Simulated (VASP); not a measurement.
A run of VASP 6.6.1:

File INCAR:

```
  PREC = Accurate
  ENCUT = 520
  EDIFF = 1E-6
  ISMEAR = 0
  SIGMA = 0.15
  LREAL = False
  LASPH = True
  NELM = 60
  ALGO = Normal
  ISIF = 2
  LWAVE = False
  LCHARG = True
  GGA = PS
  IVDW = 12
  LELF = True
  LVHAR = True
  NBANDS = 49
```

KPOINTS

```
regular mesh
0
Gamma
  14 14 3
```

Contents of POSCAR:

```
MoS2
1.0
   -1.5399048628     -2.6671934611      0.0000000000
    1.5399048628     -2.6671934611      0.0000000000
    0.0000000000      0.0000000000     20.5911508613
Mo S
3 6
Direct
    0.3333333333      0.3333333333      0.1407374196
    0.6666666667      0.6666666667      0.4222685650
    1.0000000000      1.0000000000      0.7037997104
    1.0000000000      1.0000000000      0.5004450638
    0.3333333333      0.3333333333      0.7819762092
    0.6666666667      0.6666666667      0.2189139184
    1.0000000000      1.0000000000      0.0625609208
    0.3333333333      0.3333333333      0.3440920662
    0.6666666667      0.6666666667      0.6256232116
```

Potentials or basis: VASP PAW PBE potentials, release 64 (Mo_sv, S).

The run is started by

```console
$ cat potpaw_PBE.64/Mo_sv/POTCAR potpaw_PBE.64/S/POTCAR > POTCAR
$ mpirun -np 1 vasp_std > vasp.out
```

Hardware: 1 thread of Intel Xeon 6975P-C (shared host).

Task: Estimate the wall time of this run.

Result: Wall time 17 min on 1 thread of Intel Xeon 6975P-C, on a shared host, peak memory 0.55 GiB. Counts: scf iterations 20, k points 64.
